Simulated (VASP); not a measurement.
Write the native input for VASP 6.6.1 that does the following.

| Item | Value |
| --- | --- |
| Task | single point |
| Functional | r2SCAN |
| Potentials or basis | VASP PAW PBE potentials, release 64 (Ta_pv, N) |
| Cutoff | 520 eV |
| k mesh | 12 × 12 × 12 |
| Occupations | gaussian, width 0.1 eV |
| Spin | no spin polarisation |
| Dipole correction | no |
| Further INCAR settings | ALGO = Normal; EDIFF = 1e-06; NBANDS = 33 |

TaN:

```
Ta N
1.0
     5.19963    0.00000    0.00000
    -2.59981    4.50301    0.00000
     0.00000    0.00000    2.93946
Ta N
3 3
Cartesian
  0.0000 3.0020 1.4697
  2.5998 1.5010 1.4697
  0.0000 0.0000 0.0000
  2.0404 0.0000 0.0000
  1.5796 2.7360 0.0000
  -1.0202 1.7670 0.0000
```

This cell differs from its parent crystal: strain along c alone, the other axes held: +1.0 %, then relaxed in part.

The input as run:

POSCAR

```
TaN
1.0
    5.1996298253      0.0000000000      0.0000000000
   -2.5998149126      4.5030115190      0.0000000000
    0.0000000000      0.0000000000      2.9394628663
Ta N
3 3
Direct
    0.3333333333      0.6666666667      0.5000000000
    0.6666666667      0.3333333333      0.5000000000
    0.0000000000      0.0000000000      0.0000000000
    0.3924063645      0.0000000000      0.0000000000
    0.6075936355      0.6075936355      0.0000000000
    0.0000000000      0.3924063645      0.0000000000
```

INCAR.step1

```
SYSTEM = TaN
PREC     = Accurate       ! precision mode
ENCUT    = 520            ! plane-wave cutoff, eV
ISMEAR   = 0              ! smearing method
SIGMA    = 0.1            ! smearing width, eV
LREAL    = .False.        ! projectors in reciprocal space
LASPH    = .True.         ! aspherical terms in the spheres
NELM     = 60             ! most SCF steps
NBANDS   = 33             ! bands
GGA      = PE             ! functional
ALGO     = Normal         ! electronic algorithm
EDIFF    = 1E-4           ! SCF threshold, eV
LWAVE    = .True.         ! write WAVECAR
LCHARG   = .False.        ! write CHGCAR
```

INCAR.step2

```
SYSTEM = TaN
PREC     = Accurate       ! precision mode
ENCUT    = 520            ! plane-wave cutoff, eV
EDIFF    = 1E-6           ! SCF threshold, eV
ISMEAR   = 0              ! smearing method
SIGMA    = 0.1            ! smearing width, eV
LREAL    = .False.        ! projectors in reciprocal space
LASPH    = .True.         ! aspherical terms in the spheres
NELM     = 60             ! most SCF steps
ALGO     = Normal         ! electronic algorithm
ISIF     = 2              ! what is computed and relaxed
LWAVE    = .False.        ! write WAVECAR
LCHARG   = .False.        ! write CHGCAR
METAGGA  = R2SCAN         ! meta-GGA
LMIXTAU  = .True.       
NBANDS   = 33             ! bands
ISTART   = 1
```

KPOINTS

```
Automatic mesh
0
Gamma
  12 12 12
  0 0 0
```

Potentials or basis: VASP PAW PBE potentials, release 64 (Ta_pv, N).

Command:

```sh
$ cat potpaw_PBE.64/Ta_pv/POTCAR potpaw_PBE.64/N/POTCAR > POTCAR
$ cp INCAR.step1 INCAR
$ mpirun -np 1 vasp_std > vasp.out
$ cp INCAR.step2 INCAR
$ mpirun -np 1 vasp_std > vasp.out
```

It gave:

* Pressure: -1.8 GPa
* Largest force: 0.006 eV/Å
* Band gap on the k mesh: zero (band 24 reaches 10.03 eV, above the bottom of band 25 at 6.94 eV)

Caveat: the cell differs from its parent crystal (strain along c alone, the other axes held: +1.0 %, then relaxed in part); the PAW data sets were made with another functional, which shifts forces and pressure a little; spin-orbit coupling is left out, which moves the levels of the heavy elements.

It took 6.6 min on 1 thread of Intel(R) Xeon(R) 6975P-C (Granite Rapids), on a shared host, peak memory 0.36 GiB.
